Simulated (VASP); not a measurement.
A run of VASP 6.6.1:

The input INCAR:

```
SYSTEM = HfN
ALGO     = Normal         ! electronic algorithm
EDIFF    = 1E-6           ! SCF threshold, eV
ENCUT    = 520            ! plane-wave cutoff, eV
GGA      = PE             ! functional
ISIF     = 2              ! what is computed and relaxed
ISMEAR   = 0              ! smearing method
LASPH    = .TRUE.         ! aspherical terms in the spheres
LCHARG   = .TRUE.         ! write CHGCAR
LELF     = .TRUE.         ! ELF
LREAL    = .FALSE.        ! projectors in reciprocal space
LVHAR    = .TRUE.       
LWAVE    = .FALSE.        ! write WAVECAR
NBANDS   = 14             ! bands
NELM     = 100            ! most SCF steps
PREC     = Accurate       ! precision mode
SIGMA    = 0.15           ! smearing width, eV
```

Contents of KPOINTS:

```
k-points
0
G
  16 16 16
  0 0 0
```

The input POSCAR:

```
HfN
1.0
    0.0000000000      2.2738140414      2.2738140414
    2.2738140414      0.0000000000      2.2738140414
    2.2738140414      2.2738140414      0.0000000000
Hf N
1 1
Direct
    0.0000000000      0.0033477491      0.0000000000
    0.5000000000      0.4573403989      0.5000000000
```

Potentials or basis: VASP PAW PBE potentials, release 64 (Hf_pv, N).

The run is started by

```bash
$ cat potpaw_PBE.64/Hf_pv/POTCAR potpaw_PBE.64/N/POTCAR > POTCAR
$ mpirun -np 1 vasp_std > vasp.out
```

Hardware: 1 thread of Intel(R) Xeon(R) 6975P-C (Granite Rapids), on a shared host.

Task: Estimate the wall time of this run.

Result: It took 46 s on 1 thread of Intel(R) Xeon(R) 6975P-C (Granite Rapids), on a shared host, peak memory 0.31 GiB. Counts: scf iterations 13, k points 621.
